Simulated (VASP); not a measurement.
# ZnS (Wurtzite-4H) (P6_3mc) in VASP: further runs

Runs on ZnS (Wurtzite-4H). Level: PBE. Tasks: dielectric tensor, electric field gradients.

All numbers are computed with VASP 6.6.1; they aren't measurements. Logs are shortened: lines on timing, memory, paths and dates and some standing lists are left out, and cuts for length are marked.

## (1) The cell of the first run

Symmetry: P6_3mc, No. 186, hexagonal system. The conventional cell has a = 3.823 Å, b = 3.823 Å, c = 12.520 Å, α = 90.00°, β = 90.00°, γ = 120.00°. Within 3.1 Å of Zn (site symmetry 3m) lie 4 S at 2.34 to 2.35 Å. Within 3.1 Å of Zn (site symmetry 3m) lie 4 S at 2.34 to 2.35 Å. Within 3.1 Å of S (site symmetry 3m) lie 4 Zn at 2.34 to 2.35 Å. Within 3.1 Å of S (site symmetry 3m) lie 4 Zn at 2.34 to 2.35 Å.

## (2) Dielectric tensor, PBE

Contents of INCAR:

```
ALGO = Normal ; EDIFF = 1E-8
ENCUT = 520 ; GGA = PE
ISIF = 2 ; ISMEAR = 0
LASPH = True ; LCHARG = False
LEPSILON = True ; LREAL = False
LWAVE = False ; NELM = 100
PREC = Accurate ; SIGMA = 0.01
```

Contents of KPOINTS:

```
k-points
0
Gamma
  6 6 2
```

Contents of POSCAR:

```
ZnS
1.0
    3.8227000000      0.0000000000      0.0000000000
   -1.9113500000      3.3105553110      0.0000000000
    0.0000000000      0.0000000000     12.5200000000
Zn S
4 4
Direct
    0.0000000000      0.0000000000      0.0000367430
    0.0000000000      0.0000000000      0.5000367430
    0.3333333333      0.6666666667      0.2500350258
    0.6666666667      0.3333333333      0.7500350258
    0.0000000000      0.0000000000      0.1873400115
    0.0000000000      0.0000000000      0.6873400115
    0.3333333333      0.6666666667      0.4375882198
    0.6666666667      0.3333333333      0.9375882198
```

Potentials or basis: VASP PAW PBE potentials, release 64 (Zn, S).

Command:

```sh
$ cat potpaw_PBE.64/Zn/POTCAR potpaw_PBE.64/S/POTCAR > POTCAR
$ mpirun -np 1 vasp_std > vasp.out
```

OUTCAR:

```text
EDIFF = 1E-8
   ENCUT = 520
   GGA = PE
   ISIF = 2
   ISMEAR = 0
   LASPH = True
   LEPSILON = True
   LREAL = False
   NELM = 100
   PREC = Accurate

 ion  position               nearest neighbor table
   1  0.000  0.000  0.000-   8 2.34   8 2.34   8 2.34   5 2.35
   2  0.000  0.000  0.500-   7 2.34   7 2.34   7 2.34   6 2.35
   3  0.333  0.667  0.250-   5 2.34   5 2.34   5 2.34   7 2.35
   4  0.667  0.333  0.750-   6 2.34   6 2.34   6 2.34   8 2.35
   5  0.000  0.000  0.187-   3 2.34   3 2.34   3 2.34   1 2.35
   6  0.000  0.000  0.687-   4 2.34   4 2.34   4 2.34   2 2.35
   7  0.333  0.667  0.438-   2 2.34   2 2.34   2 2.34   3 2.35
   8  0.667  0.333  0.938-   1 2.34   1 2.34   1 2.34   4 2.35

  LATTYP: Found a hexagonal cell.
 ALAT       =     3.8227000000
 C/A-ratio  =     3.2751719988

  Lattice vectors:

 A1 = (   3.8227000000,   0.0000000000,   0.0000000000)
 A2 = (  -1.9113500000,   3.3105553110,   0.0000000000)
 A3 = (   0.0000000000,   0.0000000000,  12.5200000000)

Analysis of symmetry for initial positions (statically):
[... 6 lines left out ...]

 Subroutine GETGRP returns: Found 12 space group operations
 (whereof  6 operations were pure point group operations)
 out of a pool of 24 trial point group operations.

The static configuration has the point symmetry C_3v.
 The point group associated with its full space group is C_6v.

Analysis of symmetry for dynamics (positions and initial velocities):
[... 6 lines left out ...]

 Subroutine GETGRP returns: Found 12 space group operations
 (whereof  6 operations were pure point group operations)
 out of a pool of 24 trial point group operations.

The dynamic configuration has the point symmetry C_3v.
 The point group associated with its full space group is C_6v.

 Subroutine INISYM returns: Found 12 space group operations
 (whereof  6 operations are pure point group operations),
 and found     1 'primitive' translations

----------------------------------------------------------------------------------------

                                     Primitive cell

  volume of cell :     158.4439

  direct lattice vectors                    reciprocal lattice vectors
     3.822700000  0.000000000  0.000000000     0.261595208  0.151032064  0.000000000
    -1.911350000  3.310555311  0.000000000     0.000000000  0.302064127  0.000000000
     0.000000000  0.000000000 12.520000000     0.000000000  0.000000000  0.079872204

  length of vectors
     3.822700000  3.822700000 12.520000000     0.302064127  0.302064127  0.079872204

  position of ions in fractional coordinates (direct lattice)
     0.000000000  0.000000000  0.000036743
     0.000000000  0.000000000  0.500036743
     0.333333333  0.666666667  0.250035026
     0.666666667  0.333333333  0.750035026
     0.000000000  0.000000000  0.187340011
     0.000000000  0.000000000  0.687340011
     0.333333333  0.666666667  0.437588220
     0.666666667  0.333333333  0.937588220

  ion indices of the primitive-cell ions
   primitive index   ion index
                 1           1
                 2           2
                 3           3
                 4           4
                 5           5
                 6           6
                 7           7
                 8           8

----------------------------------------------------------------------------------------

 KPOINTS: k-points

Automatic generation of k-mesh.
 Grid dimensions read from file:
 generate k-points for:    6    6    2

 Generating k-lattice:

  Cartesian coordinates                     Fractional coordinates (reciprocal lattice)
     0.043599201  0.025172011  0.000000000     0.166666667  0.000000000  0.000000000
     0.000000000  0.050344021  0.000000000     0.000000000  0.166666667  0.000000000
[... 90 lines left out ...]

 val. band max:        2.0805232923   @ k =   0.0000   0.0000   0.0000
 cond. band min:       4.2117067839   @ k =   0.0000   0.0000   0.0000
 fundamental gap:      2.1311834916
 Fermi energy:         2.1340757710

 k-point     1 :       0.0000    0.0000    0.0000
  band No.  band energies     occupation
      1     -11.0454      2.00000
      2     -10.6300      2.00000
      3     -10.6214      2.00000
      4     -10.1254      2.00000
      5      -4.2458      2.00000
      6      -4.2410      2.00000
[... 633 lines left out ...]
     42       8.2054      0.00000
     43       8.9072      0.00000

  FORCE on cell =-STRESS in cart. coord.  units (eV):
  Direction    XX          YY          ZZ          XY          YZ          ZX
  --------------------------------------------------------------------------------------
  -------------------------------------------------------------------------------------
  Total        1.5227171      1.5227171      1.3880770      0.0000000      0.0000000      0.0000000
  in kB       15.3976484     15.3976484     14.0361743      0.0000000      0.0000000      0.0000000
  external PRESSURE =      14.9438237 kB  Pullay stress =       0.0000000 kB

 VOLUME and BASIS-vectors are now :
 -----------------------------------------------------------------------------
  energy-cutoff  :      520.00
  volume of cell :      158.44
      direct lattice vectors                 reciprocal lattice vectors
     3.822700000  0.000000000  0.000000000     0.261595208  0.151032064  0.000000000
    -1.911350000  3.310555311  0.000000000     0.000000000  0.302064127  0.000000000
     0.000000000  0.000000000 12.520000000     0.000000000  0.000000000  0.079872204

 POSITION                                       TOTAL-FORCE (eV/Angst)
 -----------------------------------------------------------------------------------
      0.00000      0.00000      0.00046         0.000000      0.000000      0.015530
      0.00000      0.00000      6.26046         0.000000      0.000000      0.015530
     -0.00000      2.20704      3.13044         0.000000      0.000000      0.007397
      1.91135      1.10352      9.39044        -0.000000     -0.000000      0.007397
      0.00000      0.00000      2.34550         0.000000      0.000000     -0.019999
      0.00000      0.00000      8.60550         0.000000     -0.000000     -0.019999
     -0.00000      2.20704      5.47860         0.000000     -0.000000     -0.002928
      1.91135      1.10352     11.73860         0.000000     -0.000000     -0.002928
 -----------------------------------------------------------------------------------
    total drift:                               -0.000001     -0.000002      0.000054

  FREE ENERGIE OF THE ION-ELECTRON SYSTEM (eV)
  ---------------------------------------------------
  free  energy   TOTEN  =       -27.3778100672 eV

  energy  without entropy=      -27.3778100672  energy(sigma->0) =      -27.37781007

 HEAD OF MICROSCOPIC STATIC DIELECTRIC TENSOR (INDEPENDENT PARTICLE, excluding Hartree and local field effects)
 ------------------------------------------------------
           6.523447     0.000000     0.000000
           0.000000     6.523447     0.000000
           0.000000     0.000000     6.399795
 ------------------------------------------------------

 Free energy of the ion-electron system (eV)
  ---------------------------------------------------
  ---------------------------------------------------
  free energy    TOTEN  =        -2.42344777 eV

  energy without entropy =       -2.42344777

------------------------ aborting loop because EDIFF is reached ----------------------------------------

--------------------------------------- Ionic step        2  -------------------------------------------

------------------------ aborting loop because EDIFF is reached ----------------------------------------

--------------------------------------- Ionic step        3  -------------------------------------------

 Free energy of the ion-electron system (eV)
  ---------------------------------------------------
  ---------------------------------------------------
  free energy    TOTEN  =        -2.36713930 eV

  energy without entropy =       -2.36713930

------------------------ aborting loop because EDIFF is reached ----------------------------------------

 PIEZOELECTRIC TENSOR FIELD DIRECTION 3  (e Angst)
 -----------------------------------------------------------------------------
     3.72726  0.00000  0.00000           ( -0.01948  0.00000  0.00000)
     0.00000  3.72726  0.00000           (  0.00000 -0.01948  0.00000)
     0.00000  0.00000 -7.65644           (  0.00000  0.00000  0.04010)

 PIEZOELECTRIC TENSOR FIELD DIRECTION 3  (C/m^2)
 -----------------------------------------------------------------------------
     0.37690  0.00000  0.00000
     0.00000  0.37690  0.00000
     0.00000  0.00000 -0.77422

 MACROSCOPIC STATIC DIELECTRIC TENSOR (including local field effects in DFT)
 ------------------------------------------------------
           6.136901     0.000000     0.000000
          -0.000000     6.136901    -0.000000
           0.000000     0.000000     6.015547
 ------------------------------------------------------

 PIEZOELECTRIC TENSOR (including local field effects)  for field in x, y, z        (e  Angst)
          XX          YY          ZZ          XY          YZ          ZX
  --------------------------------------------------------------------------------
  x    -0.00000    -0.00000    -0.00000     0.00000     0.00000     3.84671
  y     0.00000    -0.00000     0.00000     0.00000     3.84671     0.00000
  z     3.72726     3.72726    -7.65644     0.00000     0.00000     0.00000

 PIEZOELECTRIC TENSOR (including local field effects)  for field in x, y, z        (C/m^2)
          XX          YY          ZZ          XY          YZ          ZX
  --------------------------------------------------------------------------------
  x    -0.00000    -0.00000    -0.00000     0.00000     0.00000     0.38898
  y     0.00000    -0.00000     0.00000     0.00000     0.38898     0.00000
  z     0.37690     0.37690    -0.77422     0.00000     0.00000     0.00000

 BORN EFFECTIVE CHARGES (including local field effects) (in |e|, cummulative output)
 ---------------------------------------------------------------------------------
 ion    1
    1     2.01437     0.00000     0.00000
    2     0.00000     2.01437    -0.00000
    3     0.00000     0.00000     2.05861
 ion    2
    1     2.01437     0.00000     0.00000
    2    -0.00000     2.01437     0.00000
    3     0.00000    -0.00000     2.05861
 ion    3
    1     2.02940     0.00000     0.00000
    2     0.00000     2.02940     0.00000
    3     0.00000    -0.00000     2.02520
 ion    4
    1     2.02940     0.00000     0.00000
    2     0.00000     2.02940     0.00000
    3     0.00000    -0.00000     2.02520
 ion    5
    1    -2.01997     0.00000     0.00000
    2    -0.00000    -2.01997     0.00000
    3     0.00000     0.00000    -2.03709
 ion    6
    1    -2.01997     0.00000     0.00000
    2    -0.00000    -2.01997     0.00000
    3     0.00000    -0.00000    -2.03709
 ion    7
    1    -2.02380     0.00000     0.00000
    2    -0.00000    -2.02380    -0.00000
    3     0.00000     0.00000    -2.04672
 ion    8
    1    -2.02380     0.00000     0.00000
    2     0.00000    -2.02380     0.00000
    3     0.00000     0.00000    -2.04672
```

Wall time 20 min (1 thread of Intel Xeon Platinum 8375C at 2.90GHz (Ice Lake), shared host); peak memory 0.56 GiB.

What came out:

```
Band gap on the k mesh                  : 2.13 eV, direct
Electronic dielectric tensor (diagonal) : 6.14, 6.14, 6.02
Born charges (mean of the diagonal)     : Zn +2.03; S -2.03 e
```

Electronic dielectric tensor:
```
6.14 0.00 0.00
0.00 6.14 0.00
0.00 0.00 6.02
```

Born effective charge tensors (e):
atom 1, Zn
```
2.01 0.00 0.00
0.00 2.01 0.00
0.00 0.00 2.06
```
atom 2, Zn
```
2.01 0.00 0.00
0.00 2.01 0.00
0.00 0.00 2.06
```
atom 3, Zn
```
2.03 0.00 0.00
0.00 2.03 0.00
0.00 0.00 2.03
```
atom 4, Zn
```
2.03 0.00 0.00
0.00 2.03 0.00
0.00 0.00 2.03
```
atom 5, S
```
-2.02  0.00  0.00
 0.00 -2.02  0.00
 0.00  0.00 -2.04
```
atom 6, S
```
-2.02  0.00  0.00
 0.00 -2.02  0.00
 0.00  0.00 -2.04
```
atom 7, S
```
-2.02  0.00  0.00
 0.00 -2.02  0.00
 0.00  0.00 -2.05
```
atom 8, S
```
-2.02  0.00  0.00
 0.00 -2.02  0.00
 0.00  0.00 -2.05
```

(Continued in part 2 of 2.)
